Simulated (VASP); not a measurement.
# ZnSe (F-43m) in VASP: a series of runs

ZnSe is run at these levels: PBEsol; tasks: single point.

Program: VASP 6.6.1. These are calculated values, not measurements. Logs are shortened: lines on timing, memory, paths and dates and some standing lists are left out, and cuts for length are marked.

## 1. The cell of the first run

It takes space group F-43m (No. 216, cubic). Conventional cell: a = 5.642 Å, b = 5.642 Å, c = 5.642 Å, α = 90.00°, β = 90.00°, γ = 90.00°. Within 3.2 Å of Zn (site symmetry -43m) lie 4 Se at 2.44 Å. Se (site symmetry -43m) has 4 Zn at 2.44 Å within 3.2 Å.

## 2. Single point, PBEsol

The input, INCAR:

```
SYSTEM = ZnSe
PREC     = Accurate       ! precision mode
ENCUT    = 500            ! plane-wave cutoff, eV
EDIFF    = 1E-6           ! SCF threshold, eV
ISMEAR   = 0              ! smearing method
SIGMA    = 0.1            ! smearing width, eV
LREAL    = .FALSE.        ! projectors in reciprocal space
LASPH    = .TRUE.         ! aspherical terms in the spheres
NELM     = 120            ! most SCF steps
ALGO     = Normal         ! electronic algorithm
ISIF     = 2              ! what is computed and relaxed
LWAVE    = .FALSE.        ! write WAVECAR
LCHARG   = .FALSE.        ! write CHGCAR
GGA      = PS             ! functional
NBANDS   = 16             ! bands
GGA_COMPAT= .FALSE.
```

The input, KPOINTS:

```
Automatic mesh
0
G
  6 6 6
  0 0 0
```

The input, POSCAR:

```
ZnSe
1.0
    0.0000000000      2.8209860307      2.8209860307
    2.8209860307      0.0000000000      2.8209860307
    2.8209860307      2.8209860307      0.0000000000
Zn Se
1 1
Direct
    0.0000000000      0.0000000000      0.0000000000
    0.2500000000      0.2500000000      0.2500000000
```

Potentials or basis: VASP PAW PBE potentials, release 64 (Zn, Se).

Run with:

```bash
$ cat potpaw_PBE.64/Zn/POTCAR potpaw_PBE.64/Se/POTCAR > POTCAR
$ mpirun -np 1 vasp_std > vasp.out
```

OUTCAR:

```text
SYSTEM = ZnSe
   PREC = Accurate
   ENCUT = 500
   EDIFF = 1E-6
   ISMEAR = 0
   LREAL = .FALSE.
   LASPH = .TRUE.
   NELM = 120
   ISIF = 2
   GGA = PS

 ion  position               nearest neighbor table
   1  0.000  0.000  0.000-   2 2.44   2 2.44   2 2.44   2 2.44
   2  0.250  0.250  0.250-   1 2.44   1 2.44   1 2.44   1 2.44

  LATTYP: Found a face centered cubic cell.
 ALAT       =     5.6419720614

  Lattice vectors:

 A1 = (   0.0000000000,   2.8209860307,   2.8209860307)
 A2 = (   2.8209860307,   0.0000000000,   2.8209860307)
 A3 = (   2.8209860307,   2.8209860307,   0.0000000000)

Analysis of symmetry for initial positions (statically):
=====================================================================
 Subroutine PRICEL returns:
 Original cell was already a primitive cell.

 Routine SETGRP: Setting up the symmetry group for a
 face centered cubic supercell.

 Subroutine GETGRP returns: Found 24 space group operations
 (whereof 24 operations were pure point group operations)
 out of a pool of 48 trial point group operations.

The static configuration has the point symmetry T_d .

Analysis of symmetry for dynamics (positions and initial velocities):
=====================================================================
 Subroutine PRICEL returns:
 Original cell was already a primitive cell.

 Routine SETGRP: Setting up the symmetry group for a
 face centered cubic supercell.

 Subroutine GETGRP returns: Found 24 space group operations
 (whereof 24 operations were pure point group operations)
 out of a pool of 48 trial point group operations.

The dynamic configuration has the point symmetry T_d .

 Subroutine INISYM returns: Found 24 space group operations
 (whereof 24 operations are pure point group operations),
 and found     1 'primitive' translations

----------------------------------------------------------------------------------------

                                     Primitive cell

  volume of cell :      44.8986

  direct lattice vectors                    reciprocal lattice vectors
     0.000000000  2.820986031  2.820986031    -0.177242990  0.177242990  0.177242990
     2.820986031  0.000000000  2.820986031     0.177242990 -0.177242990  0.177242990
     2.820986031  2.820986031  0.000000000     0.177242990  0.177242990 -0.177242990

  length of vectors
     3.989476704  3.989476704  3.989476704     0.306993865  0.306993865  0.306993865

  position of ions in fractional coordinates (direct lattice)
     0.000000000  0.000000000  0.000000000
     0.250000000  0.250000000  0.250000000

  ion indices of the primitive-cell ions
   primitive index   ion index
                 1           1
                 2           2

----------------------------------------------------------------------------------------

 KPOINTS: Automatic mesh

Automatic generation of k-mesh.
 Grid dimensions read from file:
 generate k-points for:    6    6    6

 Generating k-lattice:

  Cartesian coordinates                     Fractional coordinates (reciprocal lattice)
    -0.029540498  0.029540498  0.029540498     0.166666667  0.000000000  0.000000000
     0.029540498 -0.029540498  0.029540498     0.000000000  0.166666667  0.000000000
     0.029540498  0.029540498 -0.029540498     0.000000000  0.000000000  0.166666667

  Length of vectors
     0.051165644  0.051165644  0.051165644

  Shift w.r.t. Gamma in fractional coordinates (k-lattice)
     0.000000000  0.000000000  0.000000000

 Subroutine IBZKPT returns following result:
 ===========================================

 Found     16 irreducible k-points:

 Following reciprocal coordinates:
            Coordinates               Weight
  0.000000  0.000000  0.000000      1.000000
  0.166667  0.000000  0.000000      8.000000
  0.333333  0.000000  0.000000      8.000000
  0.500000  0.000000  0.000000      4.000000
  0.166667  0.166667  0.000000      6.000000
  0.333333  0.166667  0.000000     24.000000
[... 8 lines left out ...]
 -0.333333  0.333333  0.166667     24.000000
 -0.333333  0.500000  0.166667     12.000000
   k-points           NKPTS =     16   k-points in BZ     NKDIM =     16   number of bands    NBANDS=     16
   number of dos      NEDOS =    301   number of ions     NIONS =      2
   total plane-waves  NPLWV =  27000
   dimension x,y,z NGX =    30 NGY =   30 NGZ =   30
   dimension x,y,z NGXF=    60 NGYF=   60 NGZF=   60
   ions per type =               1   1
   NGX,Y,Z   is equivalent  to a cutoff of  12.50, 12.50, 12.50 a.u.
   NGXF,Y,Z  is equivalent  to a cutoff of  25.00, 25.00, 25.00 a.u.
 SYSTEM =  ZnSe
   PREC   = accura    normal or accurate (medium, high low for compatibility)
   ISTART =      0    job   : 0-new  1-cont  2-samecut
   ICHARG =      2    charge: 1-file 2-atom 10-const
   ISPIN  =      1    spin polarized calculation?
   LNONCOLLINEAR =      F non collinear calculations
   LSORBIT =      F    spin-orbit coupling
   LASPH  =      T    aspherical Exc in radial PAW
   ENCUT  =  500.0 eV  36.75 Ry    6.06 a.u.   7.27  7.27  7.27*2*pi/ulx,y,z
   NELM   =    120;   NELMIN=  2; NELMDL= -5     # of ELM steps
   EDIFF  = 0.1E-05   stopping-criterion for ELM
   LREAL  =      F    real-space projection
   EDIFFG = 0.1E-04   stopping-criterion for IOM
   NSW    =      0    number of steps for IOM
   IBRION =     -1    ionic relax: 0-MD 1-quasi-New 2-CG
   NFREE  =      0    steps in history (QN), initial steepest desc. (CG)
   ISIF   =      2    stress and relaxation
   ISYM   =      2    0-nonsym 1-usesym 2-fastsym
   POTIM  = 0.5000    time-step for ionic-motion
   TEBEG  =    0.0;   TEEND  =   0.0 temperature during run
   PSTRESS=    0.0 pullay stress
   NELECT =      18.0000    total number of electrons
   NUPDOWN=      -1.0000    fix difference up-down
   EMIN   =  10.00;   EMAX   =-10.00  energy-range for DOS
   EFERMI =   0.00;   METHOD = LEGACY
   ISMEAR =     0;   SIGMA  =   0.10  broadening in eV -4-tet -1-fermi 0-gaus
   EFERMI_NEDOS =   21; number of points for ismear=-14 and -15
   IALGO  =     38    algorithm
   IMIX   =      4    mixing-type and parameters
     AMIX     =   0.40;   BMIX     =  1.00
     AMIX_MAG =   1.60;   BMIX_MAG =  1.00
  volume/ion in A,a.u.               =      22.45       151.50
  Fermi-wavevector in a.u.,A,eV,Ry     =   1.207132  2.281149 19.825967  1.457167
  Thomas-Fermi vector in A             =   2.342779
   LORBIT       =      0    0 simple, 1 ext, 2 COOP (PROOUT), +10 PAW based schemes
   GGA     = PS    functional components
   LHFCALC =     F    Hartree Fock is set to
   AEXX    =    0.0000 exact exchange contribution
   IVDW    =     0    specifies the selected vdW correction
   LEPSILON=     F    determine dielectric tensor
   LRPA    =     F    only Hartree local field effects (RPA)
 non-spin polarized calculation
 Gauss-broadening in eV      SIGMA  =   0.10
  energy-cutoff  :      500.00
  volume of cell :       44.90
 maximum number of plane-waves:      1158
 NGX is ok and might be reduce to    30
   NGX = 15   NGY = 15   NGZ = 15

 number of electron      18.0000001 magnetization

 Free energy of the ion-electron system (eV)
  ---------------------------------------------------
  ext. energy  EPLUGINS =         0.00000000
  ---------------------------------------------------
  free energy    TOTEN  =        -6.76737565 eV

  energy without entropy =       -6.76737565  energy(sigma->0) =       -6.76737565

 E-fermi :   2.0597     XC(G=0):  -9.5868

 val. band max:        1.6093108504   @ k =   0.0000   0.0000   0.0000
 cond. band min:       2.8322314095   @ k =   0.0000   0.0000   0.0000
 fundamental gap:      1.2229205591
 Fermi energy:         2.0597325748

 k-point     1 :       0.0000    0.0000    0.0000
  band No.  band energies     occupation
      1     -11.7649      2.00000
      2      -5.0013      2.00000
      3      -5.0013      2.00000
      4      -5.0013      2.00000
      5      -4.6176      2.00000
      6      -4.6176      2.00000
[... 8 lines left out ...]
     15      13.0637      0.00000
     16      13.0637      0.00000

 k-point     2 :       0.1667    0.0000    0.0000
  band No.  band energies     occupation
      1     -11.5841      2.00000
      2      -4.9885      2.00000
      3      -4.9738      2.00000
      4      -4.9738      2.00000
      5      -4.6196      2.00000
      6      -4.6196      2.00000
[... 8 lines left out ...]
     15      12.0067      0.00000
     16      12.4884      0.00000

 k-point     3 :       0.3333    0.0000    0.0000
  band No.  band energies     occupation
      1     -11.1768      2.00000
      2      -4.9277      2.00000
      3      -4.9277      2.00000
      4      -4.8388      2.00000
      5      -4.6110      2.00000
      6      -4.6110      2.00000
[... 8 lines left out ...]
     15      12.6128      0.00000
     16      12.6128      0.00000

 k-point     4 :       0.5000    0.0000    0.0000
  band No.  band energies     occupation
      1     -10.9431      2.00000
      2      -4.9110      2.00000
      3      -4.9110      2.00000
      4      -4.5985      2.00000
      5      -4.5985      2.00000
      6      -4.4545      2.00000
[... 8 lines left out ...]
     15      14.7114      0.00000
     16      14.7114      0.00000
[... 172 lines left out ...]
 k-point    14 :       0.5000    0.3333    0.1667
  band No.  band energies     occupation
      1     -10.8935      2.00000
      2      -4.9125      2.00000
      3      -4.8594      2.00000
      4      -4.7585      2.00000
      5      -4.6014      2.00000
      6      -4.5520      2.00000
[... 8 lines left out ...]
     15      14.4644      0.00000
     16      15.9397      0.00000

 k-point    15 :      -0.3333    0.3333    0.1667
  band No.  band energies     occupation
      1     -10.7337      2.00000
      2      -4.8893      2.00000
      3      -4.8287      2.00000
      4      -4.6564      2.00000
      5      -4.6254      2.00000
      6      -4.3662      2.00000
[... 8 lines left out ...]
     15      14.6258      0.00000
     16      15.6676      0.00000

 k-point    16 :      -0.3333    0.5000    0.1667
  band No.  band energies     occupation
      1     -10.6598      2.00000
      2      -4.9098      2.00000
      3      -4.7767      2.00000
      4      -4.7032      2.00000
      5      -4.6033      2.00000
      6      -4.3366      2.00000
[... 8 lines left out ...]
     15      15.4054      0.00000
     16      15.7390      0.00000

------------------------ aborting loop because EDIFF is reached ----------------------------------------

  FORCE on cell =-STRESS in cart. coord.  units (eV):
  Direction    XX          YY          ZZ          XY          YZ          ZX
  --------------------------------------------------------------------------------------
  -------------------------------------------------------------------------------------
  Total       -0.0023452     -0.0023452     -0.0023452      0.0000000      0.0000000      0.0000000
  in kB       -0.0836860     -0.0836860     -0.0836860      0.0000000      0.0000000      0.0000000
  external PRESSURE =      -0.0836860 kB  Pullay stress =       0.0000000 kB

 VOLUME and BASIS-vectors are now :
 -----------------------------------------------------------------------------
  energy-cutoff  :      500.00
  volume of cell :       44.90
      direct lattice vectors                 reciprocal lattice vectors
     0.000000000  2.820986031  2.820986031    -0.177242990  0.177242990  0.177242990
     2.820986031  0.000000000  2.820986031     0.177242990 -0.177242990  0.177242990
     2.820986031  2.820986031  0.000000000     0.177242990  0.177242990 -0.177242990

 POSITION                                       TOTAL-FORCE (eV/Angst)
 -----------------------------------------------------------------------------------
      0.00000      0.00000      0.00000         0.000000      0.000000      0.000000
      1.41049      1.41049      1.41049        -0.000000     -0.000000     -0.000000
 -----------------------------------------------------------------------------------
    total drift:                               -0.000000     -0.000000     -0.000000

  FREE ENERGIE OF THE ION-ELECTRON SYSTEM (eV)
  ---------------------------------------------------
  free  energy   TOTEN  =        -6.7673756546 eV

  energy  without entropy=       -6.7673756546  energy(sigma->0) =       -6.76737565
```

It took 6.3 s on 1 thread of Intel Xeon 6975P-C (Granite Rapids), shared host; peak memory 0.16 GiB.

Results:

* Free energy: -6.7674 eV
* Pressure: 0.0 GPa
* Band gap on the k mesh: 1.22 eV, direct

Levels at points of the mesh, in eV from the valence-band top:
```csv
k point,band 5,band 6,band 7,band 8,band 9,band 10,band 11,band 12,band 13,band 14
"(0.00, 0.00, 0.00)",-6.23,-6.23,0.00,0.00,0.00,1.22,5.72,5.72,5.72,9.79
"(0.50, 0.00, 0.00)",-6.21,-6.06,-5.37,-0.90,-0.90,2.47,6.30,6.30,8.44,10.88
"(0.50, 0.50, 0.00)",-6.18,-6.04,-4.85,-2.26,-2.26,2.80,3.37,10.71,11.26,11.26
```

Caveat: the PAW data sets were made with another functional, which shifts forces and pressure a little. PBEsol gaps usually lie below the measured ones, often by a third to a half.

(Part 1 of 2 ends here.)
